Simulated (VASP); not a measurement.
A run of VASP 6.6.1 is set up as follows.

INCAR

```
ALGO = Normal
EDIFF = 1E-6
ENCUT = 520
GGA = PE
ISIF = 2
ISMEAR = 0
LASPH = T
LCHARG = F
LREAL = F
LWAVE = F
NBANDS = 13
NELM = 100
PREC = Accurate
SIGMA = 0.15
```

File KPOINTS:

```
k-points
0
Gamma
  22 22 22
```

The input POSCAR:

```
Mo
1.0
   -1.4910204262      1.4910204262      1.4910204262
    1.4910204262     -1.4910204262      1.4910204262
    1.4910204262      1.4910204262     -1.4910204262
Mo
1
Direct
    0.0000000000      0.0000000000      0.0000000000
```

Potentials or basis: VASP PAW PBE potentials, release 64 (Mo_sv).

Launch:

```bash
$ cat potpaw_PBE.64/Mo_sv/POTCAR > POTCAR
$ mpirun -np 1 vasp_std > vasp.out
```

Predict the band gap on the k mesh.

zero (band 7 reaches 20.44 eV, above the bottom of band 8 at 13.70 eV).

What does it give for the pressure?

66.0 GPa.
